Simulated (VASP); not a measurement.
# Ge2Sb2O: single point with PBE

The system is Ge2Sb2O.

```
Ge Sb O
1.0
    -2.94890    2.94890    3.25402
     2.94890   -2.94890    3.25402
     2.94890    2.94890   -3.25402
Ge Sb O
2 2 1
Direct
  0.72311 0.72311 0.00000
  0.27689 0.27689 0.00000
  0.75000 0.25000 0.50000
  0.25000 0.75000 0.50000
  0.00000 0.00000 0.00000
```

The cell was generated, and may not be a known phase.

- Program: VASP 6.6.1
- Task: single point
- Functional: PBE
- Potentials or basis: VASP PAW PBE potentials, release 64 (Ge_d, Sb, O)
- Cutoff: 600 eV
- k mesh: 10 × 10 × 10
- Occupations: gaussian, width 0.1 eV
- Spin: no spin polarisation
- Dipole correction: no
- Further INCAR settings: ALGO = Normal; EDIFF = 1e-06; NBANDS = 30

```
Pressure               : -0.1 GPa
Largest force          : 0.012 eV/Å
Band gap on the k mesh : zero (bands 22 and 23 overlap by 2.40 eV)
```

Forces in eV/Å, atoms in the order of the input:
```
Ge   0.000  0.000  0.012
Ge   0.000  0.000 -0.012
Sb   0.000  0.000  0.000
Sb   0.000  0.000  0.000
O    0.000  0.000  0.000
```

Stress tensor (GPa, compression positive):
```
-0.09  0.00  0.00
 0.00 -0.09  0.00
 0.00  0.00 -0.16
```

Levels at points of the mesh, in eV from the Fermi level:
| k point | band 19 | band 20 | band 21 | band 22 | band 23 | band 24 | band 25 | band 26 |
| --- | --- | --- | --- | --- | --- | --- | --- | --- |
| (0.00, 0.00, 0.00) | -3.20 | -2.63 | -2.04 | -1.15 | -1.15 | 2.46 | 3.27 | 3.72 |
| (0.50, 0.00, 0.00) | -3.34 | -0.81 | -0.50 | -0.32 | 0.21 | 0.87 | 2.47 | 3.73 |
| (0.50, 0.50, 0.00) | -2.65 | -0.63 | -0.28 | 1.25 | 1.59 | 1.69 | 1.89 | 2.57 |
| (0.50, 0.50, 0.50) | -1.67 | -1.67 | -0.97 | -0.97 | -0.87 | 3.14 | 4.73 | 5.43 |

Wall time 4.7 min on 1 thread of AMD EPYC 9R45 96-Core Processor (Zen 5) (shared host), peak memory 0.51 GiB.

Caveat: spin-orbit coupling is left out, which moves the levels of the heavy elements.
